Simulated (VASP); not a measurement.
# BN (lda) (P6_3mc) in VASP: notebook

The runs below take BN (lda) through single point, with LDA.

All numbers are computed with VASP 6.6.1; they aren't measurements. Logs are shortened: lines on timing, memory, paths and dates and some standing lists are left out, and cuts for length are marked.

**1. The cell of the first run**

The structure is hexagonal, space group P6_3mc (No. 186). The conventional cell has a = 2.513 Å, b = 2.513 Å, c = 4.237 Å, α = 90.00°, β = 90.00°, γ = 120.00°. B (site symmetry 3m) has 4 N at 1.55 to 1.59 Å within 2.1 Å. N (site symmetry 3m) has 4 B at 1.55 to 1.59 Å within 2.1 Å.

**2. Single point, LDA (strained cell)**

Input file INCAR:

```
ALGO     = Normal         # electronic algorithm
EDIFF    = 1E-6           # SCF threshold, eV
ENCUT    = 600            # plane-wave cutoff, eV
GGA      = CA             # functional
GGA_COMPAT= F            
ISIF     = 2              # what is computed and relaxed
ISMEAR   = 0              # smearing method
LASPH    = T              # aspherical terms in the spheres
LCHARG   = F              # write CHGCAR
LREAL    = F              # projectors in reciprocal space
LWAVE    = F              # write WAVECAR
NBANDS   = 16             # bands
NELM     = 120            # most SCF steps
PREC     = Accurate       # precision mode
SIGMA    = 0.02           # smearing width, eV
```

Input file KPOINTS:

```
k-points
0
Gamma
  9 9 6
```

Input file POSCAR:

```
BN
1.0
    2.5132336177      0.0000000000      0.0000000000
   -1.2566168088      2.1765241586      0.0000000000
    0.0000000000      0.0000000000      4.2369422297
B N
2 2
Direct
    0.3333333333      0.6666666667     -0.0001705017
    0.6666666667      0.3333333333      0.4998294983
    0.3333333333      0.6666666667      0.3741705017
    0.6666666667      0.3333333333      0.8741705017
```

Potentials or basis: VASP PAW LDA potentials, release 64 (B, N).

Command:

```bash
$ cat potpaw_LDA.64/B/POTCAR potpaw_LDA.64/N/POTCAR > POTCAR
$ mpirun -np 1 vasp_std > vasp.out
```

OUTCAR:

```text
EDIFF = 1E-6
   ENCUT = 600
   GGA = CA
   ISIF = 2
   ISMEAR = 0
   LASPH = T
   LREAL = F
   NELM = 120
   PREC = Accurate

 ion  position               nearest neighbor table
   1  0.333  0.667  1.000-   4 1.55   4 1.55   4 1.55   3 1.59
   2  0.667  0.333  0.500-   3 1.55   3 1.55   3 1.55   4 1.59
   3  0.333  0.667  0.374-   2 1.55   2 1.55   2 1.55   1 1.59
   4  0.667  0.333  0.874-   1 1.55   1 1.55   1 1.55   2 1.59

  LATTYP: Found a hexagonal cell.
 ALAT       =     2.5132336177
 C/A-ratio  =     1.6858529187

  Lattice vectors:

 A1 = (   2.5132336177,   0.0000000000,   0.0000000000)
 A2 = (  -1.2566168088,   2.1765241586,   0.0000000000)
 A3 = (   0.0000000000,   0.0000000000,   4.2369422297)

Analysis of symmetry for initial positions (statically):
=====================================================================
 Subroutine PRICEL returns:
 Original cell was already a primitive cell.

 Routine SETGRP: Setting up the symmetry group for a
 hexagonal supercell.

 Subroutine GETGRP returns: Found 12 space group operations
 (whereof  6 operations were pure point group operations)
 out of a pool of 24 trial point group operations.

The static configuration has the point symmetry C_3v.
 The point group associated with its full space group is C_6v.

Analysis of symmetry for dynamics (positions and initial velocities):
=====================================================================
 Subroutine PRICEL returns:
 Original cell was already a primitive cell.

 Routine SETGRP: Setting up the symmetry group for a
 hexagonal supercell.

 Subroutine GETGRP returns: Found 12 space group operations
 (whereof  6 operations were pure point group operations)
 out of a pool of 24 trial point group operations.

The dynamic configuration has the point symmetry C_3v.
 The point group associated with its full space group is C_6v.

 Subroutine INISYM returns: Found 12 space group operations
 (whereof  6 operations are pure point group operations),
 and found     1 'primitive' translations

----------------------------------------------------------------------------------------

                                     Primitive cell

  volume of cell :      23.1766

  direct lattice vectors                    reciprocal lattice vectors
[... 86 lines left out ...]
   LNONCOLLINEAR =      F non collinear calculations
   LSORBIT =      F    spin-orbit coupling
   LASPH  =      T    aspherical Exc in radial PAW
   ENCUT  =  600.0 eV  44.10 Ry    6.64 a.u.   5.02  5.02  8.46*2*pi/ulx,y,z
   NELM   =    120;   NELMIN=  2; NELMDL= -5     # of ELM steps
   EDIFF  = 0.1E-05   stopping-criterion for ELM
   LREAL  =      F    real-space projection
   EDIFFG = 0.1E-04   stopping-criterion for IOM
   NSW    =      0    number of steps for IOM
   IBRION =     -1    ionic relax: 0-MD 1-quasi-New 2-CG
   NFREE  =      0    steps in history (QN), initial steepest desc. (CG)
   ISIF   =      2    stress and relaxation
   ISYM   =      2    0-nonsym 1-usesym 2-fastsym
   POTIM  = 0.5000    time-step for ionic-motion
   TEBEG  =    0.0;   TEEND  =   0.0 temperature during run
   PSTRESS=    0.0 pullay stress
   NELECT =      16.0000    total number of electrons
   NUPDOWN=      -1.0000    fix difference up-down
   EMIN   =  10.00;   EMAX   =-10.00  energy-range for DOS
   EFERMI =   0.00;   METHOD = LEGACY
   ISMEAR =     0;   SIGMA  =   0.02  broadening in eV -4-tet -1-fermi 0-gaus
   EFERMI_NEDOS =   21; number of points for ismear=-14 and -15
   IALGO  =     38    algorithm
   IMIX   =      4    mixing-type and parameters
     AMIX     =   0.40;   BMIX     =  1.00
     AMIX_MAG =   1.60;   BMIX_MAG =  1.00
  volume/ion in A,a.u.               =       5.79        39.10
  Fermi-wavevector in a.u.,A,eV,Ry     =   1.446878  2.734203 28.483190  2.093455
  Thomas-Fermi vector in A             =   2.564896
   LORBIT       =      0    0 simple, 1 ext, 2 COOP (PROOUT), +10 PAW based schemes
   GGA     = CA    functional components
   LHFCALC =     F    Hartree Fock is set to
   AEXX    =    0.0000 exact exchange contribution
   IVDW    =     0    specifies the selected vdW correction
   LEPSILON=     F    determine dielectric tensor
   LRPA    =     F    only Hartree local field effects (RPA)
 non-spin polarized calculation
 Gauss-broadening in eV      SIGMA  =   0.02
  energy-cutoff  :      600.00
  volume of cell :       23.18
 maximum number of plane-waves:       789
 NGX is ok and might be reduce to    20
   NGX =  9   NGY =  9   NGZ = 17

 number of electron      16.0000001 magnetization

 Free energy of the ion-electron system (eV)
  ---------------------------------------------------
  ext. energy  EPLUGINS =         0.00000000
  ---------------------------------------------------
  free energy    TOTEN  =       -38.74325022 eV

  energy without entropy =      -38.74325022  energy(sigma->0) =      -38.74325022

 E-fermi :   7.9654     XC(G=0): -13.1900

 val. band max:        7.8166015528   @ k =   0.0000   0.0000   0.0000
 cond. band min:      12.6605648265   @ k =   0.3333   0.3333   0.0000
 fundamental gap:      4.8439632736
 Fermi energy:         7.9654448380

 k-point     1 :       0.0000    0.0000    0.0000
  band No.  band energies     occupation
      1     -12.6783      2.00000
      2      -8.5416      2.00000
      3      -3.3831      2.00000
      4       5.7808      2.00000
      5       5.7808      2.00000
      6       7.4423      2.00000
[... 433 lines left out ...]
      3      -1.5170      2.00000
      4      -0.0789      2.00000
      5      -0.0789      2.00000
      6       1.6445      2.00000
[... 8 lines left out ...]
     15      23.9748      0.00000
     16      23.9748      0.00000

 [... further k-points ...]
[... 5 lines left out ...]
  --------------------------------------------------------------------------------------
  -------------------------------------------------------------------------------------
  Total        0.6283250      0.6283250     -2.0805752      0.0000000     -0.0000000      0.0000000
  in kB       43.4356219     43.4356219   -143.8285498      0.0000000     -0.0000000      0.0000000
  external PRESSURE =     -18.9857687 kB  Pullay stress =       0.0000000 kB

 VOLUME and BASIS-vectors are now :
 -----------------------------------------------------------------------------
  energy-cutoff  :      600.00
  volume of cell :       23.18
      direct lattice vectors                 reciprocal lattice vectors
     2.513233618  0.000000000  0.000000000     0.397893770  0.229724075  0.000000000
    -1.256616809  2.176524159  0.000000000     0.000000000  0.459448151  0.000000000
     0.000000000  0.000000000  4.236942230     0.000000000  0.000000000  0.236019267

 POSITION                                       TOTAL-FORCE (eV/Angst)
 -----------------------------------------------------------------------------------
     -0.00000      1.45102      4.23622         0.000000     -0.000000      0.009482
      1.25662      0.72551      2.11775         0.000000     -0.000000      0.009482
     -0.00000      1.45102      1.58534        -0.000000      0.000000     -0.009482
      1.25662      0.72551      3.70381         0.000000     -0.000000     -0.009482
 -----------------------------------------------------------------------------------
    total drift:                               -0.000000      0.000000     -0.000833

  FREE ENERGIE OF THE ION-ELECTRON SYSTEM (eV)
  ---------------------------------------------------
  free  energy   TOTEN  =       -38.7432502188 eV

  energy  without entropy=      -38.7432502188  energy(sigma->0) =      -38.74325022
```

OSZICAR:

```text
N       E                     dE             d eps       ncg     rms          rms(c)
DAV:   1     0.434634191901E+02    0.43463E+02   -0.92969E+03  1536   0.110E+03
DAV:   2    -0.386168528701E+02   -0.82080E+02   -0.76291E+02  2200   0.235E+02
DAV:   3    -0.410890176012E+02   -0.24722E+01   -0.24647E+01  1792   0.370E+01
DAV:   4    -0.410940698874E+02   -0.50523E-02   -0.50518E-02  1784   0.207E+00
DAV:   5    -0.410940827509E+02   -0.12864E-04   -0.12863E-04  1760   0.943E-02    0.935E+00
DAV:   6    -0.390317078967E+02    0.20624E+01   -0.25317E+00  1808   0.141E+01    0.428E+00
DAV:   7    -0.388089256025E+02    0.22278E+00   -0.28260E-01  1960   0.422E+00    0.258E+00
DAV:   8    -0.387448001498E+02    0.64125E-01   -0.81540E-02  1896   0.209E+00    0.259E-01
DAV:   9    -0.387432994293E+02    0.15007E-02   -0.26894E-03  1688   0.516E-01    0.145E-01
DAV:  10    -0.387432515432E+02    0.47886E-04   -0.17794E-04  1968   0.116E-01    0.179E-02
DAV:  11    -0.387432504019E+02    0.11413E-05   -0.15005E-05  1752   0.341E-02    0.123E-02
DAV:  12    -0.387432502188E+02    0.18305E-06   -0.14018E-06  1008   0.115E-02
   1 F= -.38743250E+02 E0= -.38743250E+02  d E =-.410187E-28
```

stdout:

```text
POSCAR found type information on POSCAR B N
 POSCAR found :  2 types and       4 ions
 scaLAPACK will be used
 LDA part: xc-table for (Slater(with rela. corr.)+CA(PZ))
 , standard interpolation
 POSCAR, INCAR and KPOINTS ok, starting setup
 FFT: planning ... GRIDC
 FFT: planning ... GRID_SOFT
 FFT: planning ... GRID
 WAVECAR not read
 entering main loop
```

Wall time 13 s (1 thread of Intel Xeon 6975P-C, shared host); peak memory 0.13 GiB.

What came out:

- Free energy: -38.7433 eV
- Pressure: -1.9 GPa
- Largest force: 0.009 eV/Å
- Band gap on the k mesh: 4.84 eV, indirect (least direct gap 7.98 eV)

Forces in eV/Å, atoms in the order of the input:
```
B    0.000  0.000  0.009
B    0.000  0.000  0.009
N    0.000  0.000 -0.009
N    0.000  0.000 -0.009
```

Stress tensor (GPa, compression positive):
```
  4.34   0.00   0.00
  0.00   4.34   0.00
  0.00   0.00 -14.38
```

Levels at points of the mesh, in eV from the valence-band top:
| k point | band 4 | band 5 | band 6 | band 7 | band 8 | band 9 | band 10 | band 11 | band 12 | band 13 |
| --- | --- | --- | --- | --- | --- | --- | --- | --- | --- | --- |
| (0.00, 0.00, 0.00) | -2.04 | -2.04 | -0.37 | 0.00 | 0.00 | 7.98 | 8.48 | 8.48 | 10.22 | 11.32 |
| (0.00, 0.00, 0.50) | -5.97 | -1.12 | -1.12 | -1.12 | -1.12 | 9.86 | 9.86 | 10.01 | 10.01 | 10.01 |

Caveat: the cell differs from its parent crystal (strained cell). A k mesh can miss the band edges.

**3. Single point, LDA (strained cell)**

Input file INCAR:

```
PREC     = Accurate       # precision mode
ENCUT    = 600            # plane-wave cutoff, eV
EDIFF    = 1E-6           # SCF threshold, eV
ISMEAR   = 0              # smearing method
SIGMA    = 0.02           # smearing width, eV
LREAL    = F              # projectors in reciprocal space
LASPH    = T              # aspherical terms in the spheres
NELM     = 120            # most SCF steps
ALGO     = Normal         # electronic algorithm
ISIF     = 2              # what is computed and relaxed
LWAVE    = F              # write WAVECAR
LCHARG   = T              # write CHGCAR
GGA      = CA             # functional
LELF     = T              # ELF
LVHAR    = T            
NBANDS   = 16             # bands
GGA_COMPAT= F
```

Input file KPOINTS:

```
Automatic mesh
0
Gamma
  9 9 6
```

Input file POSCAR:

```
BN
1.0
    2.5214035392      0.0000000000      0.0000000000
   -1.2607017696      2.1835995181      0.0000000000
    0.0000000000      0.0000000000      4.2369422297
B N
2 2
Direct
    0.3333333333      0.6666666667     -0.0002237443
    0.6666666667      0.3333333333      0.4997762557
    0.3333333333      0.6666666667      0.3742237443
    0.6666666667      0.3333333333      0.8742237443
```

Potentials or basis: VASP PAW LDA potentials, release 64 (B, N).

Command:

```bash
$ cat potpaw_LDA.64/B/POTCAR potpaw_LDA.64/N/POTCAR > POTCAR
$ mpirun -np 1 vasp_std > vasp.out
```

OUTCAR:

```text
PREC = Accurate
   ENCUT = 600
   EDIFF = 1E-6
   ISMEAR = 0
   LREAL = F
   LASPH = T
   NELM = 120
   ISIF = 2
   GGA = CA

 ion  position               nearest neighbor table
   1  0.333  0.667  1.000-   4 1.55   4 1.55   4 1.55   3 1.59
   2  0.667  0.333  0.500-   3 1.55   3 1.55   3 1.55   4 1.59
   3  0.333  0.667  0.374-   2 1.55   2 1.55   2 1.55   1 1.59
   4  0.667  0.333  0.874-   1 1.55   1 1.55   1 1.55   2 1.59

  LATTYP: Found a hexagonal cell.
 ALAT       =     2.5214035392
 C/A-ratio  =     1.6803903714

  Lattice vectors:

 A1 = (   2.5214035392,   0.0000000000,   0.0000000000)
 A2 = (  -1.2607017696,   2.1835995181,   0.0000000000)
 A3 = (   0.0000000000,   0.0000000000,   4.2369422297)

Analysis of symmetry for initial positions (statically):
=====================================================================
 Subroutine PRICEL returns:
 Original cell was already a primitive cell.

 Routine SETGRP: Setting up the symmetry group for a
 hexagonal supercell.

 Subroutine GETGRP returns: Found 12 space group operations
 (whereof  6 operations were pure point group operations)
 out of a pool of 24 trial point group operations.

The static configuration has the point symmetry C_3v.
 The point group associated with its full space group is C_6v.

Analysis of symmetry for dynamics (positions and initial velocities):
=====================================================================
 Subroutine PRICEL returns:
 Original cell was already a primitive cell.

 Routine SETGRP: Setting up the symmetry group for a
 hexagonal supercell.

 Subroutine GETGRP returns: Found 12 space group operations
 (whereof  6 operations were pure point group operations)
 out of a pool of 24 trial point group operations.

The dynamic configuration has the point symmetry C_3v.
[... 116 lines left out ...]
   NUPDOWN=      -1.0000    fix difference up-down
   EMIN   =  10.00;   EMAX   =-10.00  energy-range for DOS
   EFERMI =   0.00;   METHOD = LEGACY
   ISMEAR =     0;   SIGMA  =   0.02  broadening in eV -4-tet -1-fermi 0-gaus
   EFERMI_NEDOS =   21; number of points for ismear=-14 and -15
   IALGO  =     38    algorithm
   IMIX   =      4    mixing-type and parameters
     AMIX     =   0.40;   BMIX     =  1.00
     AMIX_MAG =   1.60;   BMIX_MAG =  1.00
  volume/ion in A,a.u.               =       5.83        39.36
  Fermi-wavevector in a.u.,A,eV,Ry     =   1.443751  2.728293 28.360201  2.084416
  Thomas-Fermi vector in A             =   2.562123
   LORBIT       =      0    0 simple, 1 ext, 2 COOP (PROOUT), +10 PAW based schemes
   GGA     = CA    functional components
   LHFCALC =     F    Hartree Fock is set to
   AEXX    =    0.0000 exact exchange contribution
   IVDW    =     0    specifies the selected vdW correction
   LEPSILON=     F    determine dielectric tensor
   LRPA    =     F    only Hartree local field effects (RPA)
 non-spin polarized calculation
 Gauss-broadening in eV      SIGMA  =   0.02
  energy-cutoff  :      600.00
  volume of cell :       23.33
 maximum number of plane-waves:       801
   NGX = 11   NGY = 11   NGZ = 17

 number of electron      16.0000001 magnetization

 Free energy of the ion-electron system (eV)
  ---------------------------------------------------
  ext. energy  EPLUGINS =         0.00000000
  ---------------------------------------------------
  free energy    TOTEN  =       -38.74599168 eV

  energy without entropy =      -38.74599168  energy(sigma->0) =      -38.74599168

 E-fermi :   7.8657     XC(G=0): -13.1585

 val. band max:        7.7264929126   @ k =   0.0000   0.0000   0.0000
 cond. band min:      12.6006554596   @ k =   0.3333   0.3333   0.0000
 fundamental gap:      4.8741625471
 Fermi energy:         7.8656825090

 k-point     1 :       0.0000    0.0000    0.0000
  band No.  band energies     occupation
      1     -12.6858      2.00000
      2      -8.5497      2.00000
      3      -3.3958      2.00000
      4       5.6816      2.00000
      5       5.6816      2.00000
      6       7.3776      2.00000
[... 433 lines left out ...]
      3      -1.5424      2.00000
      4      -0.1282      2.00000
      5      -0.1282      2.00000
      6       1.6244      2.00000
[... 8 lines left out ...]
     15      23.8013      0.00000
     16      23.8013      0.00000

 [... further k-points ...]
[... 5 lines left out ...]
  --------------------------------------------------------------------------------------
  -------------------------------------------------------------------------------------
  Total        0.0910938      0.0910938     -2.1355953      0.0000000      0.0000000      0.0000000
  in kB        6.2565009      6.2565009   -146.6768770      0.0000000      0.0000000      0.0000000
  external PRESSURE =     -44.7212917 kB  Pullay stress =       0.0000000 kB

 VOLUME and BASIS-vectors are now :
 -----------------------------------------------------------------------------
  energy-cutoff  :      600.00
  volume of cell :       23.33
      direct lattice vectors                 reciprocal lattice vectors
     2.521403539  0.000000000  0.000000000     0.396604504  0.228979717  0.000000000
    -1.260701770  2.183599518  0.000000000     0.000000000  0.457959434  0.000000000
     0.000000000  0.000000000  4.236942230     0.000000000  0.000000000  0.236019267

 POSITION                                       TOTAL-FORCE (eV/Angst)
 -----------------------------------------------------------------------------------
     -0.00000      1.45573      4.23599         0.000000     -0.000000      0.008390
      1.26070      0.72787      2.11752        -0.000000      0.000000      0.008390
     -0.00000      1.45573      1.58556        -0.000000      0.000000     -0.008390
      1.26070      0.72787      3.70404         0.000000     -0.000000     -0.008390
 -----------------------------------------------------------------------------------
    total drift:                               -0.000000      0.000000     -0.000788

  FREE ENERGIE OF THE ION-ELECTRON SYSTEM (eV)
  ---------------------------------------------------
  free  energy   TOTEN  =       -38.7459916766 eV

  energy  without entropy=      -38.7459916766  energy(sigma->0) =      -38.74599168
```

stdout:

```text
POSCAR found type information on POSCAR B N
 POSCAR found :  2 types and       4 ions
 scaLAPACK will be used
 LDA part: xc-table for (Slater(with rela. corr.)+CA(PZ))
 , standard interpolation
 POSCAR, INCAR and KPOINTS ok, starting setup
 FFT: planning ... GRIDC
 FFT: planning ... GRID_SOFT
 FFT: planning ... GRID
 WAVECAR not read
 entering main loop
```

Run time: 12 s. Hardware: 1 thread of Intel Xeon 6975P-C, shared host; peak memory 0.13 GiB.

What came out:

| Item | Value |
| --- | --- |
| Free energy | -38.7460 eV |
| Pressure | -4.5 GPa |
| Largest force | 0.008 eV/Å |
| Band gap on the k mesh | 4.87 eV, indirect (least direct gap 8.05 eV) |

Forces in eV/Å, atoms in the order of the input:
```
B    0.000  0.000  0.008
B    0.000  0.000  0.008
N    0.000  0.000 -0.008
N    0.000  0.000 -0.008
```

Caveat: the cell differs from its parent crystal (strained cell).
